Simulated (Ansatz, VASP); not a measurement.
## One calculation of Li2ZrAuO6, two programs

```
CELL_PARAMETERS angstrom
4.89556 0.00000 0.00000
-2.44778 4.23968 0.00000
-2.44778 1.41323 4.36896
ATOMIC_POSITIONS crystal
Li 0.29026 0.70974 0.87079
Li 0.80267 0.19733 0.40801
Zr 0.00795 0.99205 0.02384
Au 0.49358 0.50642 0.48074
O 0.07505 0.30861 0.20363
O 0.69139 0.56281 0.20363
O 0.43719 0.92495 0.20363
O 0.22109 0.42065 0.70391
O 0.57935 0.09653 0.70391
O 0.90347 0.77891 0.70391
```

Alike in both runs: functional PBE; k mesh 5 × 5 × 5; no spin polarisation.

Ansatz relaxed the structure, and its values are those at the end. VASP's run is a single point on that final structure, the one shown.

```csv
,VASP,Ansatz
version,VASP 6.6.1,Ansatz 0.2.0
potentials or method,"VASP PAW PBE potentials, release 64 (Li_sv, Zr_sv, Au_sv_GW, O), cutoff 750 eV",PAW plane waves
occupations,"fermi-dirac, width 0.1 eV",fermi-dirac
valence electrons in the cell,73,73
```

```tsv
	VASP	Ansatz	Ansatz less VASP
rms of the force components (eV/Å)	0.027	0.000	-0.0269
```

Ansatz's warnings: stress scf threshold loose, structure snapped to symmetry.

Neither program's run includes spin-orbit coupling.
